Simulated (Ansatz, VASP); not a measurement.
**One calculation of PtS2, two programs**

Contents of POSCAR:

```
PtS2
1.0
    3.6126921524      0.0000000000      0.0000000000
   -1.8063460762      3.1286831800      0.0000000000
    0.0000000000      0.0000000000      5.1376250896
Pt S
1 2
Direct
    0.0000000000      0.0000000000      0.0000000000
    0.6666666667      0.3333333333      0.7730000000
    0.3333333333      0.6666666667      0.2270000000
```

File INCAR.step1:

```
SYSTEM = PtS2
PREC = Accurate
ENCUT = 520
ISMEAR = -1
SIGMA = 0.05
LREAL = .FALSE.
LASPH = .TRUE.
NELM = 60
NBANDS = 18
GGA = PE
ALGO = Normal
EDIFF = 1E-4
LWAVE = .TRUE.
LCHARG = .FALSE.
```

File INCAR.step2:

```
SYSTEM = PtS2
PREC = Accurate
ENCUT = 520
EDIFF = 1E-6
ISMEAR = -1
SIGMA = 0.05
LREAL = .FALSE.
LASPH = .TRUE.
NELM = 60
ALGO = Normal
ISIF = 2
LWAVE = .FALSE.
LCHARG = .FALSE.
METAGGA = R2SCAN
LMIXTAU = .TRUE.
NBANDS = 18
ISTART = 1
```

File KPOINTS:

```
regular mesh
0
G
  7 7 5
  0 0 0
```

The input input.yaml:

```yaml
crystal:
  lattice:
    - [3.6126921524, 0.0, 0.0]
    - [-1.8063460762, 3.12868318, 0.0]
    - [0.0, 0.0, 5.1376250896]
  atoms:
    - { symbol: Pt, position: [0.0, 0.0, 0.0] }
    - { symbol: S, position: [0.6666666667, 0.3333333333, 0.773] }
    - { symbol: S, position: [0.3333333333, 0.6666666667, 0.227] }
hamiltonian:
  xc: r2scan
  pseudopotentials: { kind: paw }
kpoints:
  mp_grid: { grid: [7, 7, 5] }
scf:
  occupations: { method: fermi_dirac, width: 0.05 }
output:
  forces: true
  stress: true
  eigenvalues: true
```

Alike in both runs: task single point; functional r2SCAN; k mesh 7 × 7 × 5; occupations fermi-dirac, width 0.05 eV; no spin polarisation.

|  | VASP | Ansatz |
| --- | --- | --- |
| version | VASP 6.6.1 | Ansatz 0.2.0 |
| potentials or method | VASP PAW PBE potentials, release 64 (Pt, S) | Ansatz PAW |
| plane-wave cutoff (eV) | 520 | 500 |
| valence electrons in the cell | 22 | 30 |

|  | VASP | Ansatz | Ansatz less VASP |
| --- | --- | --- | --- |
| gap on the k mesh at the Fermi level (eV) | 0.99 | 1.00 | +0.004 |
| least direct gap on the mesh (eV) | 1.27 | 1.27 | -0.002 |
| pressure (GPa) | 0.1 | 0.2 | +0.09 |
| traceless stress, the component that is largest in VASP (GPa) | 2.76 | 2.77 | +0.017 |
| rms of the force components (eV/Å) | 0.176 | 0.179 | +0.0028 |

VASP's potentials were made for PBE, not for r2SCAN. Atom by atom the forces differ by 0.003 eV/Å (rms over components). VASP's potentials hold 22 valence electrons a cell and Ansatz's 30, so a difference there can come from the potentials and not from the codes.

Neither program's run includes spin-orbit coupling. Noted on Ansatz's run: odd divisions of the mesh miss points on the zone boundary, where band edges often lie, so the gap on the mesh can be too wide.
